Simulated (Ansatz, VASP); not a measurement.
Two plane-wave programs on Be2ZnSe3

File INCAR:

```
  ALGO = Normal
  EDIFF = 1E-7
  EDIFFG = -0.01
  ENCUT = 600
  GGA = PE
  IBRION = 2
  ISIF = 3
  ISMEAR = 0
  LASPH = T
  LCHARG = F
  LREAL = F
  LWAVE = F
  NELM = 60
  NSW = 100
  PREC = Accurate
  SIGMA = 0.1
```

The input KPOINTS:

```
k-points
0
Gamma
  12 12 4
```

The input POSCAR:

```
Be2ZnSe3
1.0
    3.4703652468      0.0000000000      0.0000000000
    0.0000000000      3.4703652468      0.0000000000
    0.0000000000      0.0000000000     11.3956076846
Be Zn Se
2 1 3
Direct
    0.0000000000      0.5000000000      0.5704399257
    0.5000000000      0.0000000000      0.4295600743
    0.0000000000      0.0000000000      0.0000000000
    0.0000000000      0.5000000000      0.3775674677
    0.5000000000      0.0000000000      0.6224325323
    0.5000000000      0.5000000000      0.0000000000
```

Input for Ansatz:

```yaml
crystal:
  lattice:
    - [3.4703652468, 0.0, 0.0]
    - [0.0, 3.4703652468, 0.0]
    - [0.0, 0.0, 11.3956076846]
  atoms:
    - { symbol: Be, position: [0.0, 0.5, 0.5704399257] }
    - { symbol: Be, position: [0.5, 0.0, 0.4295600743] }
    - { symbol: Zn, position: [0.0, 0.0, 0.0] }
    - { symbol: Se, position: [0.0, 0.5, 0.3775674677] }
    - { symbol: Se, position: [0.5, 0.0, 0.6224325323] }
    - { symbol: Se, position: [0.5, 0.5, 0.0] }
basis:
  ecutwfc: 420
kpoints:
  mp_grid: { grid: [12, 12, 4] }
hamiltonian:
  xc: pbe
scf:
  occupations: { method: gaussian, width: 0.1 }
output:
  forces: true
  stress: true
  eigenvalues: true
  write_density: true
  write_potential: true
  elf: true
  volumetric_format: npy
relax:
  adjacent_minimum: "off"
  f_tol: 0.01
  max_steps: 80
  cell: { stress_tol: 0.05 }
```

Change from the starting cell: species swapped into the Ti2CuSb3 type (P-4m2, No. 115).

Alike in both runs: task relaxation of cell and atoms; functional PBE; k mesh 12 × 12 × 4; occupations gaussian, width 0.1 eV; no spin polarisation.

|  | VASP | Ansatz |
| --- | --- | --- |
| version | VASP 6.6.1 | Ansatz 0.2.0 |
| potentials or method | VASP PAW PBE potentials, release 64 (Be, Zn, Se), cutoff 600 eV | scalar-relativistic, plane waves, PAW |
| valence electrons in the cell | 34 | 64 |

|  | VASP | Ansatz | Ansatz less VASP |
| --- | --- | --- | --- |
| gap on the k mesh at the Fermi level, each at its own relaxed structure (eV) | none | none | - |
| relaxed volume (Å³/atom) | 24.17 | 23.99 | -0.185 |
| relaxed cell length with the largest relative difference (Å) | 12.031 | 11.954 | -0.0767 |

A gap of «none» marks a metal or a gap that the smearing closes. VASP's potentials hold 34 valence electrons a cell and Ansatz's 64, so a difference there can come from the potentials and not from the codes.
